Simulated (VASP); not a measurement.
Write the native input for VASP 6.6.1 that does the following.

```yaml
Task: single point
Functional: r2SCAN
Dispersion: D3(BJ)
Potentials_or_basis: VASP PAW PBE potentials, release 64 (Zn)
Cutoff: 520 eV
k_mesh: 18 × 18 × 18
Occupations: fermi-dirac, width 0.1 eV
Spin: no spin polarisation
Dipole_correction: no
Further_INCAR_settings: ALGO = Normal; EDIFF = 1e-07; NBANDS = 12
```

Crystal: Zn.

```
Zn
1.0
     2.43287    0.00000    0.00000
     0.00000    2.43287    0.00000
     0.00000    0.00000    2.43287
Zn
1
Direct
  0.00000 0.00000 0.00000
```

This isn't the form of Zn at room conditions, which is hcp.

One way to write it, as run:

POSCAR

```
Zn
1.0
    2.4328666546      0.0000000000      0.0000000000
    0.0000000000      2.4328666546      0.0000000000
    0.0000000000      0.0000000000      2.4328666546
Zn
1
Direct
    0.0000000000      0.0000000000      0.0000000000
```

INCAR.step1

```
SYSTEM = Zn
PREC = Accurate
ENCUT = 520
ISMEAR = -1
SIGMA = 0.1
LREAL = .False.
LASPH = .True.
NELM = 80
NBANDS = 12
GGA = PE
ALGO = Normal
EDIFF = 1E-4
LWAVE = .True.
LCHARG = .False.
```

INCAR.step2

```
SYSTEM = Zn
PREC = Accurate
ENCUT = 520
EDIFF = 1E-7
ISMEAR = -1
SIGMA = 0.1
LREAL = .False.
LASPH = .True.
NELM = 80
ALGO = Normal
ISIF = 2
LWAVE = .False.
LCHARG = .False.
METAGGA = R2SCAN
LMIXTAU = .True.
IVDW = 12
VDW_S6 = 1.0
VDW_S8 = 0.78981345
VDW_A1 = 0.49484001
VDW_A2 = 5.73083694
NBANDS = 12
ISTART = 1
```

KPOINTS

```
regular mesh
0
Gamma
  18 18 18
  0 0 0
```

Potentials or basis: VASP PAW PBE potentials, release 64 (Zn).

The run is started by

```console
$ cat potpaw_PBE.64/Zn/POTCAR > POTCAR
$ cp INCAR.step1 INCAR
$ mpirun -np 1 vasp_std > vasp.out
$ cp INCAR.step2 INCAR
$ mpirun -np 1 vasp_std > vasp.out
```

Results of the run:

```json
{
  "Pressure": "14.8 GPa",
  "Band gap on the k mesh": "zero (bands 6 and 7 overlap by 9.58 eV)",
  "Dispersion energy per atom": "-0.201 eV"
}
```

Caveat: three body term missing; the cell stands under pressure; the PAW data sets were made with another functional, which shifts forces and pressure a little.

Run time: 2.2 min on 1 thread of Intel Xeon 8259CL, with other jobs on the host, peak memory 0.16 GiB.
